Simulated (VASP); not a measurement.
CdP2C: single point with r2SCAN

CdP2C:

```
Cd P C
1.0
     3.33757    0.00000    0.00000
     0.00000    3.33757    0.00000
     0.00000    0.00000    6.03097
Cd P C
1 2 1
Direct
  0.00000 0.00000 0.00000
  0.00000 0.50000 0.32654
  0.50000 0.00000 0.67346
  0.50000 0.50000 0.50000
```

This cell differs from its parent crystal: volume changed by +3%.

| Item | Value |
| --- | --- |
| Program | VASP 6.6.1 |
| Task | single point |
| Functional | r2SCAN |
| Potentials or basis | VASP PAW PBE potentials, release 64 (Cd, P, C) |
| Cutoff | 520 eV |
| k mesh | 6 × 6 × 4 |
| Occupations | fermi-dirac, width 0.02 eV |
| Spin | no spin polarisation |

```json
{
  "Pressure": "-2.6 GPa",
  "Largest force": "0.230 eV/Å",
  "Band gap on the k mesh": "zero (band 13 reaches 6.18 eV, above the bottom of band 14 at 5.98 eV)"
}
```

Forces on the atoms (eV/Å):
```
Cd   0.000  0.000  0.000
P    0.000  0.000  0.230
P    0.000  0.000 -0.230
C    0.000  0.000  0.000
```

Stress tensor (GPa, compression positive):
```
-2.31  0.00  0.00
 0.00 -2.31  0.00
 0.00  0.00 -3.11
```

Levels at points of the mesh, in eV from the Fermi level:
```csv
k point,band 9,band 10,band 11,band 12,band 13,band 14,band 15,band 16,band 17,band 18
"(0.00, 0.00, 0.00)",-6.03,-6.03,-2.49,-1.63,-0.30,0.61,0.61,2.26,3.74,3.74
"(0.50, 0.00, 0.00)",-6.52,-5.30,-5.04,-5.02,0.19,0.27,2.28,2.95,4.26,5.48
"(0.50, 0.50, 0.00)",-6.81,-5.47,-4.39,-4.39,-3.18,1.08,1.08,1.13,1.28,5.98
"(0.00, 0.00, 0.50)",-5.92,-5.92,-5.60,-0.64,-0.37,-0.01,-0.01,3.59,5.00,5.00
"(0.50, 0.00, 0.50)",-7.20,-5.31,-3.43,-3.06,-0.97,0.29,1.00,1.46,4.25,4.60
"(0.50, 0.50, 0.50)",-6.72,-5.49,-4.91,-4.91,-3.85,2.21,3.42,3.42,3.88,4.44
```

Wall time 92 s on 1 thread of Intel(R) Xeon(R) 6975P-C (Granite Rapids) (shared host), peak memory 0.21 GiB.

Caveat: the PAW data sets were made with another functional, which shifts forces and pressure a little.
